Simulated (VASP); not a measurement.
# Cr (P-3m1) in VASP: notebook

The runs below take Cr through single point, with PBEsol.

Program: VASP 6.6.1. These are calculated values, not measurements. Logs are shortened: lines on timing, memory, paths and dates and some standing lists are left out, and cuts for length are marked.

## 1. The cell of the first run

It takes space group P-3m1 (No. 164, trigonal). Conventional cell: a = 2.468 Å, b = 2.468 Å, c = 15.226 Å, α = 90.00°, β = 90.00°, γ = 120.00°. Cr (site symmetry 3m) has 12 Cr at 2.47 to 2.61 Å within 3.3 Å. Cr (site symmetry 3m) has 12 Cr at 2.47 to 2.60 Å within 3.3 Å. Within 3.3 Å of Cr (site symmetry 3m) lie 12 Cr at 2.47 to 2.61 Å. Within 3.3 Å of Cr (site symmetry -3m) lie 12 Cr at 2.47 to 2.60 Å.

## 2. Single point, PBEsol

The input, INCAR:

```
SYSTEM = Cr
  ALGO = Normal
  EDIFF = 1E-6
  ENCUT = 520
  GGA = PS
  ISIF = 2
  ISMEAR = 0
  LASPH = .True.
  LCHARG = .False.
  LREAL = .False.
  LWAVE = .False.
  NBANDS = 51
  NELM = 100
  PREC = Accurate
  SIGMA = 0.1
```

The input, KPOINTS:

```
k-points
0
Gamma
  21 21 3
  0 0 0
```

The input, POSCAR:

```
Cr
1.0
    2.4676169273      0.0000000000      0.0000000000
   -1.2338084636      2.1370189458      0.0000000000
    0.0000000000      0.0000000000     15.2260434336
Cr
7
Direct
    0.0000000000      0.0000000000      0.0005167389
    0.3333333333      0.6666666667      0.1432749573
    0.6666666667      0.3333333333      0.2852964713
    0.0000000000      0.0000000000      0.4280546896
    0.6666666667      0.3333333333      0.5716759820
    0.0000000000      0.0000000000      0.7142857143
    0.3333333333      0.6666666667      0.8568954465
```

Potentials or basis: VASP PAW PBE potentials, release 64 (Cr_pv).

The run is started by

```sh
> cat potpaw_PBE.64/Cr_pv/POTCAR > POTCAR
> mpirun -np 1 vasp_std > vasp.out
```

OUTCAR:

```text
SYSTEM = Cr
   EDIFF = 1E-6
   ENCUT = 520
   GGA = PS
   ISIF = 2
   ISMEAR = 0
   LASPH = .True.
   LREAL = .False.
   NELM = 100
   PREC = Accurate

 ion  position               nearest neighbor table
   1  0.000  0.000  0.001-   2 2.60   2 2.60   2 2.60   7 2.61   7 2.61   7 2.61
   2  0.333  0.667  0.143-   3 2.59   3 2.59   3 2.59   1 2.60   1 2.60   1 2.60
   3  0.667  0.333  0.285-   2 2.59   2 2.59   2 2.59   4 2.60   4 2.60   4 2.60
   4  0.000  0.000  0.428-   3 2.60   3 2.60   3 2.60   5 2.61   5 2.61   5 2.61
   5  0.667  0.333  0.572-   6 2.60   6 2.60   6 2.60   4 2.61   4 2.61   4 2.61
   6  0.000  0.000  0.714-   7 2.60   7 2.60   7 2.60   5 2.60   5 2.60   5 2.60
   7  0.333  0.667  0.857-   6 2.60   6 2.60   6 2.60   1 2.61   1 2.61   1 2.61

  LATTYP: Found a hexagonal cell.
 ALAT       =     2.4676169273
 C/A-ratio  =     6.1703432430

  Lattice vectors:

 A1 = (   2.4676169273,   0.0000000000,   0.0000000000)
 A2 = (  -1.2338084636,   2.1370189458,   0.0000000000)
 A3 = (   0.0000000000,   0.0000000000,  15.2260434336)

Analysis of symmetry for initial positions (statically):
=====================================================================
 Subroutine PRICEL returns:
 Original cell was already a primitive cell.

 Routine SETGRP: Setting up the symmetry group for a
 hexagonal supercell.

 Subroutine GETGRP returns: Found 12 space group operations
 (whereof  6 operations were pure point group operations)
 out of a pool of 24 trial point group operations.

The static configuration has the point symmetry C_3v.
 The point group associated with its full space group is D_3d.

Analysis of symmetry for dynamics (positions and initial velocities):
=====================================================================
 Subroutine PRICEL returns:
 Original cell was already a primitive cell.

 Routine SETGRP: Setting up the symmetry group for a
 hexagonal supercell.

 Subroutine GETGRP returns: Found 12 space group operations
 (whereof  6 operations were pure point group operations)
 out of a pool of 24 trial point group operations.

The dynamic configuration has the point symmetry C_3v.
 The point group associated with its full space group is D_3d.

 Subroutine INISYM returns: Found 12 space group operations
 (whereof  6 operations are pure point group operations),
 and found     1 'primitive' translations

----------------------------------------------------------------------------------------

                                     Primitive cell

  volume of cell :      80.2922

  direct lattice vectors                    reciprocal lattice vectors
[... 106 lines left out ...]
   TEBEG  =    0.0;   TEEND  =   0.0 temperature during run
   PSTRESS=    0.0 pullay stress
   NELECT =      84.0000    total number of electrons
   NUPDOWN=      -1.0000    fix difference up-down
   EMIN   =  10.00;   EMAX   =-10.00  energy-range for DOS
   EFERMI =   0.00;   METHOD = LEGACY
   ISMEAR =     0;   SIGMA  =   0.10  broadening in eV -4-tet -1-fermi 0-gaus
   EFERMI_NEDOS =   21; number of points for ismear=-14 and -15
   IALGO  =     38    algorithm
   IMIX   =      4    mixing-type and parameters
     AMIX     =   0.40;   BMIX     =  1.00
     AMIX_MAG =   1.60;   BMIX_MAG =  1.00
  volume/ion in A,a.u.               =      11.47        77.41
  Fermi-wavevector in a.u.,A,eV,Ry     =   1.661920  3.140574 37.579008  2.761979
  Thomas-Fermi vector in A             =   2.748900
   LORBIT       =      0    0 simple, 1 ext, 2 COOP (PROOUT), +10 PAW based schemes
   GGA     = PS    functional components
   LHFCALC =     F    Hartree Fock is set to
   AEXX    =    0.0000 exact exchange contribution
   IVDW    =     0    specifies the selected vdW correction
   LEPSILON=     F    determine dielectric tensor
   LRPA    =     F    only Hartree local field effects (RPA)
 non-spin polarized calculation
 Gauss-broadening in eV      SIGMA  =   0.10
  energy-cutoff  :      520.00
  volume of cell :       80.29
 maximum number of plane-waves:      2196
   NGX =  9   NGY =  9   NGZ = 57

 number of electron      83.9999956 magnetization

 Free energy of the ion-electron system (eV)
  ---------------------------------------------------
  ext. energy  EPLUGINS =         0.00000000
  ---------------------------------------------------
  free energy    TOTEN  =       -68.86570075 eV

  energy without entropy =      -68.81110186  energy(sigma->0) =      -68.83840131

 E-fermi :  10.7340     XC(G=0): -13.8556

 val. band max:       10.7318272026   @ k =  -0.1905   0.4286   0.3333
 cond. band min:      10.7386613478   @ k =   0.0952   0.0476   0.0000
 fundamental gap:      0.0068341452
 Fermi energy:        10.7339632244

 k-point     1 :       0.0000    0.0000    0.0000
  band No.  band energies     occupation
      1     -32.3790      2.00000
      2     -32.3784      2.00000
      3     -32.1156      2.00000
      4     -32.1144      2.00000
      5     -31.7850      2.00000
      6     -31.7681      2.00000
[... 1285 lines left out ...]
     50      11.9294      0.00000
     51      12.0641      0.00000

 [... further k-points ...]

------------------------ aborting loop because EDIFF is reached ----------------------------------------

  FORCE on cell =-STRESS in cart. coord.  units (eV):
  Direction    XX          YY          ZZ          XY          YZ          ZX
  --------------------------------------------------------------------------------------
  -------------------------------------------------------------------------------------
  Total       -0.2619456     -0.2619456     -0.1964221     -0.0000000      0.0000000      0.0000000
  in kB       -5.2269512     -5.2269512     -3.9194736     -0.0000000      0.0000000      0.0000000
  external PRESSURE =      -4.7911254 kB  Pullay stress =       0.0000000 kB

 VOLUME and BASIS-vectors are now :
 -----------------------------------------------------------------------------
  energy-cutoff  :      520.00
  volume of cell :       80.29
      direct lattice vectors                 reciprocal lattice vectors
     2.467616927  0.000000000  0.000000000     0.405249287  0.233970785  0.000000000
    -1.233808464  2.137018946  0.000000000     0.000000000  0.467941570  0.000000000
     0.000000000  0.000000000 15.226043434     0.000000000  0.000000000  0.065676944

 POSITION                                       TOTAL-FORCE (eV/Angst)
 -----------------------------------------------------------------------------------
      0.00000      0.00000      0.00787         0.000000      0.000000     -0.000473
     -0.00000      1.42468      2.18151         0.000000      0.000000      0.000760
      1.23381      0.71234      4.34394        -0.000000     -0.000000     -0.000760
      0.00000      0.00000      6.51758        -0.000000     -0.000000      0.000473
      1.23381      0.71234      8.70436         0.000000     -0.000000     -0.000173
      0.00000      0.00000     10.87575         0.000000      0.000000     -0.000000
     -0.00000      1.42468     13.04713        -0.000000     -0.000000      0.000173
 -----------------------------------------------------------------------------------
    total drift:                               -0.000000     -0.000000      0.000057

  FREE ENERGIE OF THE ION-ELECTRON SYSTEM (eV)
  ---------------------------------------------------
  free  energy   TOTEN  =       -68.8657007466 eV

  energy  without entropy=      -68.8111018647  energy(sigma->0) =      -68.83840131
```

OSZICAR:

```text
N       E                     dE             d eps       ncg     rms          rms(c)
DAV:   1     0.117933716964E+04    0.11793E+04   -0.46375E+04 13622   0.208E+03
DAV:   2     0.528094733104E+01   -0.11741E+04   -0.11485E+04 13566   0.641E+02
DAV:   3    -0.778597704473E+02   -0.83141E+02   -0.79186E+02 17853   0.179E+02
DAV:   4    -0.808610771497E+02   -0.30013E+01   -0.29572E+01 17260   0.324E+01
DAV:   5    -0.809414348025E+02   -0.80358E-01   -0.78468E-01 18158   0.512E+00    0.359E+01
DAV:   6    -0.690483035592E+02    0.11893E+02   -0.72464E+01 14655   0.600E+01    0.447E+00
DAV:   7    -0.691793089577E+02   -0.13101E+00   -0.22841E+00 17948   0.130E+01    0.586E+00
DAV:   8    -0.691039072019E+02    0.75402E-01   -0.35069E+00 19169   0.117E+01    0.478E+00
DAV:   9    -0.693138857032E+02   -0.20998E+00   -0.39649E+00 20076   0.130E+01    0.696E+00
DAV:  10    -0.688900316161E+02    0.42385E+00   -0.19737E+00 19036   0.926E+00    0.177E+00
DAV:  11    -0.688766976720E+02    0.13334E-01   -0.29769E-01 18880   0.406E+00    0.108E+00
DAV:  12    -0.688661486765E+02    0.10549E-01   -0.50470E-02 18149   0.195E+00    0.211E-01
DAV:  13    -0.688657798042E+02    0.36887E-03   -0.59182E-03 16793   0.541E-01    0.132E-01
DAV:  14    -0.688657097358E+02    0.70068E-04   -0.55686E-04 17531   0.200E-01    0.424E-02
DAV:  15    -0.688657066691E+02    0.30667E-05   -0.40926E-05 18238   0.510E-02    0.178E-02
DAV:  16    -0.688657004896E+02    0.61795E-05   -0.12688E-05 15332   0.270E-02    0.420E-03
DAV:  17    -0.688657007466E+02   -0.25706E-06   -0.11292E-06  8255   0.112E-02
   1 F= -.68865701E+02 E0= -.68838401E+02  d E =-.545989E-01
```

stdout:

```text
POSCAR found type information on POSCAR Cr
 POSCAR found :  1 types and       7 ions
 scaLAPACK will be used
 -----------------------------------------------------------------------------
|                                                                             |
|                                                                             |
|     You enforced a specific xc type in the INCAR file but a different       |
|     I HOPE YOU KNOW WHAT YOU ARE DOING!                                     |
|                                                                             |
 -----------------------------------------------------------------------------

 LDA part: xc-table for (Slater+PW92), standard interpolation
 POSCAR, INCAR and KPOINTS ok, starting setup
 FFT: planning ... GRIDC
 FFT: planning ... GRID_SOFT
 FFT: planning ... GRID
 WAVECAR not read
 entering main loop
```

Wall time 7.8 min (1 thread of Intel Xeon Platinum 8488C (Sapphire Rapids), shared host); peak memory 0.45 GiB.

Results:

| Quantity | Value |
| --- | --- |
| Free energy | -68.8657 eV |
| Pressure | -0.5 GPa |
| Band gap on the k mesh | zero (band 42 reaches 11.42 eV, above the bottom of band 43 at 10.40 eV) |

Stress tensor (GPa, compression positive):
```
-0.52  0.00  0.00
 0.00 -0.52  0.00
 0.00  0.00 -0.39
```

Levels at points of the mesh, in eV from the Fermi level:
```csv
k point,band 39,band 40,band 41,band 42,band 43,band 44,band 45,band 46
"(0.00, 0.00, 0.00)",-0.42,-0.36,-0.36,-0.31,-0.31,-0.23,-0.23,-0.12
```

Caveat: the PAW data sets were made with another functional, which shifts forces and pressure a little; the run has no spin polarisation, though such a crystal can be magnetic.

## 3. Single point, PBEsol

The input, INCAR:

```
SYSTEM = Cr
PREC = Accurate ; ENCUT = 520
EDIFF = 1E-7 ; ISMEAR = 0
SIGMA = 0.1 ; LREAL = .False.
LASPH = .True. ; NELM = 80
ALGO = Fast ; ISIF = 2
LWAVE = .False. ; LCHARG = .False.
GGA = PS ; NBANDS = 51
```

The input, KPOINTS:

```
Automatic mesh
0
Gamma
  21 21 3
  0 0 0
```

The input, POSCAR:

```
Cr
1.0
    2.4676169210      0.0000000000      0.0000000000
   -1.2338084605      2.1370189404      0.0000000000
    0.0000000000      0.0000000000     15.2260435935
Cr
7
Direct
    0.0000000000      0.0000000000     -0.0004178071
    0.3333333333      0.6666666667      0.1423404089
    0.0000000000      0.0000000000      0.2859616956
    0.3333333333      0.6666666667      0.4285714286
    0.6666666667      0.3333333333      0.5711811615
    0.3333333333      0.6666666667      0.7148024482
    0.6666666667      0.3333333333      0.8575606642
```

Potentials or basis: VASP PAW PBE potentials, release 64 (Cr_pv).

The run is started by

```sh
> cat potpaw_PBE.64/Cr_pv/POTCAR > POTCAR
> mpirun -np 1 vasp_std > vasp.out
```

It took 20 min on 1 thread of Oxide Virtual Turin-like, shared host; peak memory 0.42 GiB.

Results (log left out):

```yaml
Free_energy: -68.8657 eV
Pressure: -0.5 GPa
Band_gap_on_the_k_mesh: zero (band 42 reaches 11.42 eV, above the bottom of band 43 at 10.40 eV)
```

Stress tensor (GPa, compression positive):
```
-0.54  0.00  0.00
 0.00 -0.54  0.00
 0.00  0.00 -0.41
```

Levels at points of the mesh, in eV from the Fermi level:
```
           k point  band 39  band 40  band 41  band 42  band 43  band 44  band 45  band 46
(0.00, 0.00, 0.00)    -0.42    -0.36    -0.36    -0.31    -0.31    -0.23    -0.23    -0.12
```

Caveat: the PAW data sets were made with another functional, which shifts forces and pressure a little; the run has no spin polarisation, though such a crystal can be magnetic. Spin polarisation is off, so any magnetic state and its effect on volume and gap are missing.
